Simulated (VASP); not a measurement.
Crystal: GaAs.

```
CELL_PARAMETERS angstrom
0.00000 2.87509 2.87509
2.87509 0.00000 2.87509
2.87509 2.87509 0.00000
ATOMIC_POSITIONS crystal
Ga 0.00000 0.00000 0.00000
As 0.75000 0.75000 0.75000
```

| Property | Result |
| --- | --- |
| Program | VASP 6.6.1 |
| Task | relaxation of cell and atoms |
| Functional | LDA |
| Potentials or basis | VASP PAW LDA potentials, release 64 (Ga_d, As) |
| Cutoff | 600 eV |
| k mesh | 12 × 12 × 12 |
| Occupations | gaussian, width 0.1 eV |
| Spin | no spin polarisation |

At the start: pressure -4.6 GPa; volume 23.77 Å³/atom.

Where does the relaxation end?

Over 3 steps the energy falls by 25.9 meV/atom and the volume is 22.08 Å³/atom (-7.1 %); space group F-43m (No. 216, to 0.05 Å).

The path:
| step | energy change (eV) | largest force (eV/Å) | pressure (GPa) | volume (Å³) |
| --- | --- | --- | --- | --- |
| 1 | 0.0000 | 0.0000 | -4.59 | 47.53 |
| 2 | -0.0444 | 0.0000 | 2.10 | 43.00 |
| 3 | -0.0519 | 0.0000 | 0.03 | 44.16 |

Final structure:
```xyz
2
Lattice="0.0000 2.8053 2.8053 2.8053 0.0000 2.8053 2.8053 2.8053 0.0000" Properties=species:S:1:pos:R:3 pbc="T T T"
Ga    0.0000    0.0000    0.0000
As    4.2080    4.2080    4.2080
```
